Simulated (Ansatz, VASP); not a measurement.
**Two plane-wave programs on KCl**

Contents of INCAR:

```
PREC     = Accurate       # precision mode
ENCUT    = 520            # plane-wave cutoff, eV
EDIFF    = 1E-7           # SCF threshold, eV
ISMEAR   = 0              # smearing method
SIGMA    = 0.01           # smearing width, eV
LREAL    = F              # projectors in reciprocal space
LASPH    = T              # aspherical terms in the spheres
NELM     = 80             # most SCF steps
ALGO     = Normal         # electronic algorithm
ISIF     = 2              # what is computed and relaxed
LWAVE    = F              # write WAVECAR
LCHARG   = F              # write CHGCAR
GGA      = PE             # functional
NBANDS   = 15             # bands
```

Contents of KPOINTS:

```
Automatic mesh
0
Gamma
  8 8 8
```

The input POSCAR:

```
KCl
1.0
    0.0000000000      3.1448483099      3.1448483099
    3.1448483099      0.0000000000      3.1448483099
    3.1448483099      3.1448483099      0.0000000000
K Cl
1 1
Direct
    0.0000000000      0.0000000000      0.0000000000
    0.5000000000      0.5000000000      0.5000000000
```

Input for Ansatz:

```yaml
crystal:
  lattice:
    - [0.0, 3.1448483099, 3.1448483099]
    - [3.1448483099, 0.0, 3.1448483099]
    - [3.1448483099, 3.1448483099, 0.0]
  atoms:
    - { symbol: K, position: [0.0, 0.0, 0.0] }
    - { symbol: Cl, position: [0.5, 0.5, 0.5] }
kpoints:
  mp_grid: { grid: [8, 8, 8] }
  band_path:
    path:
      - [0.0, 0.0, 0.0]
      - [0.5, 0.0, 0.5]
      - [0.625, 0.25, 0.625]
      - [0.375, 0.375, 0.75]
      - [0.5, 0.5, 0.5]
      - [0.5, 0.25, 0.75]
    npoints: 1
hamiltonian:
  xc: pbe
scf:
  occupations: { method: fixed }
  n_extra_bands: 4
output:
  forces: true
  stress: true
  eigenvalues: true
```

Alike in both runs: task single point; functional PBE; k mesh 8 × 8 × 8; no spin polarisation.

|  | VASP | Ansatz |
| --- | --- | --- |
| version | VASP 6.6.1 | Ansatz 0.2.0 |
| potentials or method | VASP PAW PBE potentials, release 64 (K_sv, Cl) | plane waves, PAW |
| plane-wave cutoff (eV) | 520 | 420 |
| occupations | gaussian, width 0.01 eV | fixed |
| valence electrons in the cell | 16 | 16 |

```csv
,VASP,Ansatz,Ansatz less VASP
gap on the k mesh at the Fermi level (eV),5.19,5.19,+0.002
pressure (GPa),0.8,0.8,-0.02
```
